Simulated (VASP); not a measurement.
SiC:

```xyz
6
Lattice="3.0800 0.0000 0.0000 -1.5400 2.6674 0.0000 0.0000 0.0000 7.5600" Properties=species:S:1:pos:R:3 pbc="T T T"
Si    0.0000    0.0000    0.0000
Si    0.0000    1.7782    2.5200
Si    1.5400    0.8891    5.0400
C     0.0000    0.0000    1.8900
C     0.0000    1.7782    4.4100
C     1.5400    0.8891    6.9300
```

| Item | Value |
| --- | --- |
| Program | VASP 6.6.1 |
| Task | relaxation of cell and atoms |
| Functional | LDA |
| Potentials or basis | VASP PAW LDA potentials, release 64 (Si, C) |
| Cutoff | 600 eV |
| k mesh | 8 × 8 × 4 |
| Occupations | gaussian, width 0.01 eV |
| Spin | no spin polarisation |

At the start: pressure -4.3 GPa; volume 10.35 Å³/atom.

**Question.** How do energy, volume and symmetry change on relaxing?

**Answer.** Over 10 steps the energy falls by 2.8 meV/atom and the volume is 10.15 Å³/atom (-1.9 %); space group F-43m (No. 216, to 0.1 Å) before and after.

The path:
| step | energy change (eV) | largest force (eV/Å) | pressure (GPa) | volume (Å³) |
| --- | --- | --- | --- | --- |
| 1 | 0.0000 | 0.0175 | -4.30 | 62.11 |
| 2 | 0.0029 | 0.0523 | 4.98 | 59.65 |
| 3 | -0.0167 | 0.0126 | -0.02 | 60.91 |
| 4 | -0.0167 | 0.0133 | 0.07 | 60.89 |
| 5 | -0.0167 | 0.0064 | -0.06 | 60.92 |
| 6 | -0.0167 | 0.0007 | -0.03 | 60.91 |
| 7 | -0.0167 | 0.0001 | -0.02 | 60.91 |
| 8 | -0.0167 | 0.0003 | -0.02 | 60.91 |
| 9 | -0.0167 | 0.0012 | 0.01 | 60.91 |
| 10 | -0.0167 | 0.0011 | 0.00 | 60.91 |

Final structure:
```
Si C
1.0
     3.06217    0.00000    0.00000
    -1.53108    2.65192    0.00000
     0.00000    0.00000    7.50037
Si C
3 3
Direct
  0.00000 0.00000 0.00000
  0.33333 0.66667 0.33333
  0.66667 0.33333 0.66667
  0.00000 0.00000 0.25000
  0.33333 0.66667 0.58333
  0.66667 0.33333 0.91667
```
